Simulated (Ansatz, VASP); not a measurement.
**Two plane-wave programs on GaN**

Contents of INCAR:

```
SYSTEM = GaN
PREC = Accurate ; ENCUT = 1330
EDIFF = 1E-6 ; ISMEAR = 0
SIGMA = 0.05 ; LREAL = .False.
LASPH = .True. ; NELM = 120
ALGO = Normal ; ISIF = 2
LWAVE = .False. ; LCHARG = .False.
GGA = RP ; IVDW = 13
NBANDS = 16 ; GGA_COMPAT = .False.
```

The input KPOINTS:

```
Automatic mesh
0
Gamma
  10 10 10
  0 0 0
```

POSCAR

```
GaN
1.0
    0.0000000000      2.0696885014      2.0696885014
    2.0696885014      0.0000000000      2.0696885014
    2.0696885014      2.0696885014      0.0000000000
Ga N
1 1
Direct
    0.5000000000      0.5000000000      0.5000000000
    0.0000000000      0.0000000000      0.0000000000
```

Input for Ansatz:

```yaml
crystal:
  lattice:
    - [0.0, 2.0696885014, 2.0696885014]
    - [2.0696885014, 0.0, 2.0696885014]
    - [2.0696885014, 2.0696885014, 0.0]
  atoms:
    - { symbol: Ga, position: [0.5, 0.5, 0.5] }
    - { symbol: "N", position: [0.0, 0.0, 0.0] }
basis:
  ecutwfc: 420
  ecutrho_ratio: 4
kpoints:
  mp_grid: { grid: [10, 10, 10] }
hamiltonian:
  xc: rpbe
  dispersion: d4
scf:
  occupations: { method: gaussian, width: 0.05 }
output:
  forces: true
  stress: true
  eigenvalues: true
```

Alike in both runs: task single point; functional RPBE; dispersion D4; k mesh 10 × 10 × 10; occupations gaussian, width 0.05 eV; no spin polarisation.

|  | VASP | Ansatz |
| --- | --- | --- |
| version | VASP 6.6.1 | Ansatz 0.2.0 |
| potentials or method | VASP PAW PBE potentials, release 64 (Ga_d, N_h), cutoff 1330 eV | scalar-relativistic, plane waves, PAW |
| valence electrons in the cell | 18 | 18 |

Ansatz gave:

- gap on the k mesh at the Fermi level (eV): 1.14
- least direct gap on the mesh (eV): 3.57
- pressure (GPa): 10.4

**Question.** What did VASP give for the same quantities?

**Answer.** gap on the k mesh at the Fermi level (eV): 1.12; least direct gap on the mesh (eV): 3.58; pressure (GPa): 11.2.

VASP's potentials were made for PBE, not for RPBE.
